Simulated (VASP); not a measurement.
Fe: single point with BLYP

Crystal: Fe.

```
Fe
1.0
     2.58021    0.00000    0.00000
    -1.29011    2.23453    0.00000
     0.00000    0.00000    8.29533
Fe
4
Direct
  0.00000 0.00000 0.00000
  0.00000 0.00000 0.50000
  0.33333 0.66667 0.25000
  0.66667 0.33333 0.75000
```

This isn't the form of Fe at room conditions, which is bcc.

```
Program             : VASP 6.6.1
Task                : single point
Functional          : BLYP
Potentials or basis : VASP PAW PBE potentials, release 64 (Fe)
Cutoff              : 520 eV
k mesh              : 16 × 16 × 5
Occupations         : fermi-dirac, width 0.1 eV
Spin                : no spin polarisation
```

The pressure is -21.6 GPa. The band gap on the k mesh is zero (bands 16 and 17 overlap by 1.42 eV).

Stress tensor (GPa, compression positive):
```
-21.39   0.00   0.00
  0.00 -21.39   0.00
  0.00   0.00 -21.96
```

Levels at points of the mesh, in eV from the Fermi level:
| k point | band 12 | band 13 | band 14 | band 15 | band 16 | band 17 | band 18 | band 19 | band 20 | band 21 |
| --- | --- | --- | --- | --- | --- | --- | --- | --- | --- | --- |
| (0.00, 0.00, 0.00) | -1.11 | -1.11 | -1.05 | -1.05 | -0.39 | -0.39 | -0.03 | -0.03 | 0.26 | 0.26 |
| (0.50, 0.00, 0.00) | -0.47 | -0.44 | 0.71 | 0.71 | 0.78 | 0.78 | 0.87 | 0.90 | 0.92 | 1.01 |

It took 3.1 min on 1 thread of Intel Xeon 8259CL, on a shared host, peak memory 0.22 GiB.

Caveat: the cell stands under tension; the PAW data sets were made with another functional, which shifts forces and pressure a little; the run has no spin polarisation, though such a crystal can be magnetic. Spin polarisation is off, so any magnetic state and its effect on volume and gap are missing.
